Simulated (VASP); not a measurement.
# HfN (CsCl type) (Pm-3m) in VASP: further runs, part 2 of 2

VASP 6.6.1. Earlier steps stand in the parts before.

### Step 3. Single point, PBE

This run uses another cell than the first one, of 11.27 Å³/atom, 1.064 times its volume.

INCAR

```
SYSTEM = HfN
PREC = Accurate
ENCUT = 520
EDIFF = 1E-7
ISMEAR = -1
SIGMA = 0.05
LREAL = .FALSE.
LASPH = .TRUE.
NELM = 100
ALGO = Normal
ISIF = 2
LWAVE = .FALSE.
LCHARG = .FALSE.
GGA = PE
NBANDS = 14
```

KPOINTS

```
Automatic mesh
0
G
  14 14 14
  0 0 0
```

POSCAR

```
HfN
1.0
    2.8251189566      0.0000000000      0.0000000000
    0.0000000000      2.8251189566      0.0000000000
    0.0000000000      0.0000000000      2.8251189566
Hf N
1 1
Direct
    0.0000000000      0.0000000000      0.0000000000
    0.5000000000      0.5000000000      0.5000000000
```

Potentials or basis: VASP PAW PBE potentials, release 64 (Hf_pv, N).

Launch:

```sh
$ cat potpaw_PBE.64/Hf_pv/POTCAR potpaw_PBE.64/N/POTCAR > POTCAR
$ mpirun -np 1 vasp_std > vasp.out
```

OUTCAR:

```text
SYSTEM = HfN
   PREC = Accurate
   ENCUT = 520
   EDIFF = 1E-7
   ISMEAR = -1
   LREAL = .FALSE.
   LASPH = .TRUE.
   NELM = 100
   ISIF = 2
   GGA = PE

 ion  position               nearest neighbor table
   1  0.000  0.000  0.000-   2 2.45   2 2.45   2 2.45   2 2.45   2 2.45   2 2.45   2 2.45   2 2.45

   2  0.500  0.500  0.500-   1 2.45   1 2.45   1 2.45   1 2.45   1 2.45   1 2.45   1 2.45   1 2.45

  LATTYP: Found a simple cubic cell.
 ALAT       =     2.8251189566

  Lattice vectors:

[... 586 lines left out ...]
      9      11.7437      0.00000
     10      11.8931      0.00000
     11      12.0461      0.00000
     12      13.9458      0.00000
     13      16.3755      0.00000
     14      20.4556      0.00000

 [... further k-points ...]
[... 5 lines left out ...]
  --------------------------------------------------------------------------------------
  -------------------------------------------------------------------------------------
  Total       -0.3646375     -0.3646375     -0.3646375      0.0000000      0.0000000      0.0000000
  in kB      -25.9096564    -25.9096564    -25.9096564      0.0000000      0.0000000      0.0000000
  external PRESSURE =     -25.9096564 kB  Pullay stress =       0.0000000 kB

 VOLUME and BASIS-vectors are now :
 -----------------------------------------------------------------------------
  energy-cutoff  :      520.00
  volume of cell :       22.55
      direct lattice vectors                 reciprocal lattice vectors
     2.825118957  0.000000000  0.000000000     0.353967396  0.000000000  0.000000000
     0.000000000  2.825118957  0.000000000     0.000000000  0.353967396  0.000000000
     0.000000000  0.000000000  2.825118957     0.000000000  0.000000000  0.353967396

 POSITION                                       TOTAL-FORCE (eV/Angst)
 -----------------------------------------------------------------------------------
      0.00000      0.00000      0.00000         0.000000      0.000000      0.000000
      1.41256      1.41256      1.41256         0.000000      0.000000      0.000000
 -----------------------------------------------------------------------------------
    total drift:                                0.000000      0.000000     -0.000000

  FREE ENERGIE OF THE ION-ELECTRON SYSTEM (eV)
  ---------------------------------------------------
  free  energy   TOTEN  =       -19.7698203408 eV

  energy  without entropy=      -19.7596211661  energy(sigma->0) =      -19.76472075
```

stdout:

```text
POSCAR found type information on POSCAR HfN
 POSCAR found :  2 types and       2 ions
 scaLAPACK will be used
 LDA part: xc-table for (Slater+PW92), standard interpolation
 POSCAR, INCAR and KPOINTS ok, starting setup
 FFT: planning ... GRIDC
 FFT: planning ... GRID_SOFT
 FFT: planning ... GRID
 WAVECAR not read
 entering main loop
```

It took 11 s on 1 thread of Intel Xeon 6975P-C (Granite Rapids), shared host; peak memory 0.16 GiB.

What came out:

```
Free energy : -19.7698 eV
Pressure    : -2.6 GPa
```

Levels at points of the mesh, in eV from the Fermi level:
```
           k point  band 4  band 5  band 6  band 7  band 8  band 9  band 10  band 11  band 12  band 13
(0.00, 0.00, 0.00)  -16.07   -2.34   -2.34   -1.04   -1.04   -1.04     3.37     6.42     6.42     6.42
(0.50, 0.00, 0.00)  -13.67   -7.66   -2.57   -2.57   -1.12    5.73     7.03     7.17     7.17     9.47
(0.50, 0.50, 0.00)  -14.21   -3.94   -3.94   -1.35   -0.48    2.66     3.16     3.16     9.25    12.83
(0.50, 0.50, 0.50)  -12.56   -6.71   -6.71   -6.71    7.84    7.84     7.84     9.55     9.55     9.71
```

Caveat: spin-orbit coupling is left out, which moves the levels of the heavy elements.

### Step 4. Single point, PBE

This run uses another cell than the first one, of 11.27 Å³/atom, 1.064 times its volume.

INCAR

```
PREC     = Accurate       # precision mode
ENCUT    = 520            # plane-wave cutoff, eV
EDIFF    = 1E-7           # SCF threshold, eV
ISMEAR   = -1             # smearing method
SIGMA    = 0.05           # smearing width, eV
LREAL    = F              # projectors in reciprocal space
LASPH    = T              # aspherical terms in the spheres
NELM     = 100            # most SCF steps
ALGO     = Normal         # electronic algorithm
ISIF     = 2              # what is computed and relaxed
LWAVE    = F              # write WAVECAR
LCHARG   = T              # write CHGCAR
GGA      = PE             # functional
LELF     = T              # ELF
LVHAR    = T            
NBANDS   = 14             # bands
```

KPOINTS

```
regular mesh
0
Gamma
  14 14 14
```

POSCAR is that of step 3.

Launch:

```sh
$ cat potpaw_PBE.64/Hf_pv/POTCAR potpaw_PBE.64/N/POTCAR > POTCAR
$ mpirun -np 1 vasp_std > vasp.out
```

Run time: 16 s. Hardware: 1 thread of Intel Xeon 6975P-C, shared host; peak memory 0.17 GiB.

Results (log left out):

- Free energy: -19.7698 eV
- Pressure: -2.6 GPa

Levels at points of the mesh, in eV from the Fermi level:
```tsv
k point	band 4	band 5	band 6	band 7	band 8	band 9	band 10	band 11	band 12	band 13
(0.00, 0.00, 0.00)	-16.07	-2.34	-2.34	-1.04	-1.04	-1.04	3.37	6.42	6.42	6.42
(0.50, 0.00, 0.00)	-13.67	-7.66	-2.57	-2.57	-1.12	5.73	7.03	7.17	7.17	9.47
(0.50, 0.50, 0.00)	-14.21	-3.94	-3.94	-1.35	-0.48	2.66	3.16	3.16	9.25	12.83
(0.50, 0.50, 0.50)	-12.56	-6.71	-6.71	-6.71	7.84	7.84	7.84	9.55	9.55	9.71
```

Caveat: spin-orbit coupling is left out, which moves the levels of the heavy elements.

### Step 5. Relaxation of cell and atoms, PBE

This run uses another cell than the first one, of 12.73 Å³/atom, 1.202 times its volume.

INCAR

```
PREC = Accurate ; ENCUT = 600
EDIFF = 1E-6 ; ISMEAR = -1
SIGMA = 0.05 ; LREAL = False
LASPH = True ; NELM = 100
ALGO = Normal ; ISIF = 3
LWAVE = False ; LCHARG = False
GGA = PE ; IBRION = 2
NSW = 60 ; EDIFFG = -0.005
```

KPOINTS is that of step 4.

POSCAR

```
HfN
1.0
    2.9421643963      0.0000000000      0.0000000000
    0.0000000000      2.9421643963      0.0000000000
    0.0000000000      0.0000000000      2.9421643963
Hf N
1 1
Direct
    0.0000000000      0.0000000000      0.0000000000
    0.5000000000      0.5000000000      0.5000000000
```

Launch:

```sh
$ cat potpaw_PBE.64/Hf_pv/POTCAR potpaw_PBE.64/N/POTCAR > POTCAR
$ mpirun -np 1 vasp_std > vasp.out
```

Wall time 58 s (1 thread of Intel Xeon 6975P-C, shared host); peak memory 0.19 GiB.

The run converged. Its results:

| Item | Value |
| --- | --- |
| Free energy | -19.7784 eV |
| Relaxed volume | 11.14 Å³/atom |
| Relaxed cell | a = 2.814 Å, b = 2.814 Å, c = 2.814 Å, α = 90.00°, β = 90.00°, γ = 90.00° |
| Space group after relaxing (to 0.05 Å) | Pm-3m (No. 221) |
| Energy gained by relaxing | 133.6 meV/atom |
| Ionic steps | 7 |
| Pressure after relaxing | 0.0 GPa |

The path:
| step | energy change (eV) | largest force (eV/Å) | pressure (GPa) | volume (Å³) |
| --- | --- | --- | --- | --- |
| 1 | 0.0000 | 0.0000 | -23.85 | 25.47 |
| 2 | 0.1757 | 0.0000 | 51.11 | 19.10 |
| 3 | -0.2668 | 0.0000 | -1.10 | 22.38 |
| 4 | -0.2671 | 0.0000 | -0.18 | 22.30 |
| 5 | -0.2671 | 0.0000 | 0.47 | 22.24 |
| 6 | -0.2671 | 0.0000 | -0.53 | 22.33 |
| 7 | -0.2672 | 0.0000 | 0.00 | 22.28 |

Final structure:
```yaml
crystal:
  lattice:
    - [2.81393, 0.00000, 0.00000]
    - [0.00000, 2.81393, 0.00000]
    - [0.00000, 0.00000, 2.81393]
  atoms:
    - { symbol: Hf, position: [0.00000, 0.00000, 0.00000] }
    - { symbol: N, position: [0.50000, 0.50000, 0.50000] }
```

Levels at points of the mesh, in eV from the Fermi level:
| k point | band 6 | band 7 | band 8 | band 9 | band 10 | band 11 |
| --- | --- | --- | --- | --- | --- | --- |
| (0.00, 0.00, 0.00) | -2.39 | -1.04 | -1.04 | -1.04 | 3.53 | 6.50 |
| (0.50, 0.00, 0.00) | -2.61 | -2.61 | -1.15 | 5.81 | 7.12 | 7.27 |
| (0.50, 0.50, 0.00) | -3.96 | -1.36 | -0.49 | 2.72 | 3.19 | 3.19 |
| (0.50, 0.50, 0.50) | -6.80 | -6.80 | 7.95 | 7.95 | 7.95 | 9.69 |

Caveat: spin-orbit coupling is left out, which moves the levels of the heavy elements.

### Step 6. Overview

```csv
task,cell,cutoff (eV),gap on the mesh (eV),pressure (GPa)
single point,"a = 2.767 Å, 2 atoms",520,none,13.4
single point,"a = 2.825 Å, 2 atoms",520,none,-2.6
relaxation of cell and atoms,"relaxed from a = 2.942 Å, 2 atoms",600,none,0.0
```

Alike in all rows: level PBE; potentials or basis VASP PAW PBE potentials, release 64 (Hf_pv, N); no spin polarisation; k mesh 14 × 14 × 14; smearing fermi-dirac 0.05 eV.

Caveats: spin-orbit coupling is left out, which moves the levels of the heavy elements.

Total energies depend on the potentials used, so only differences within one code and one set of settings carry meaning.
